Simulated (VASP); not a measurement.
Here is a VASP 6.6.1 calculation.

File INCAR:

```
SYSTEM = MgB2
PREC = Accurate ; ENCUT = 520
EDIFF = 1E-8 ; ISMEAR = -1
SIGMA = 0.1 ; LREAL = .FALSE.
LASPH = .TRUE. ; NELM = 100
ALGO = Normal ; ISIF = 2
LWAVE = .FALSE. ; LCHARG = .TRUE.
GGA = PS ; IBRION = 8
NSW = 1
```

The input KPOINTS:

```
regular mesh
0
G
  10 10 8
  0 0 0
```

POSCAR

```
MgB2
1.0
    3.0676573778      0.0000000000      0.0000000000
   -1.5338286889      2.6566692193      0.0000000000
    0.0000000000      0.0000000000      3.4880173483
Mg B
1 2
Direct
    0.0000000000      0.0000000000      0.0000000000
    0.3333333333      0.6666666667      0.5000000000
    0.6666666667      0.3333333333      0.5000000000
```

Potentials or basis: VASP PAW PBE potentials, release 64 (Mg, B).

Command:

```sh
$ cat potpaw_PBE.64/Mg/POTCAR potpaw_PBE.64/B/POTCAR > POTCAR
$ mpirun -np 1 vasp_std > vasp.out
```

**Question.** Estimate the highest phonon frequency at Γ, LO-TO splitting left out.

**Answer.** 696 cm⁻¹.

Phonon frequencies in cm⁻¹ (negative: imaginary):
| q point | frequencies |
| --- | --- |
| (0.000, 0.000, 0.000) | 0 0 0 344 344 409 521 521 696 |
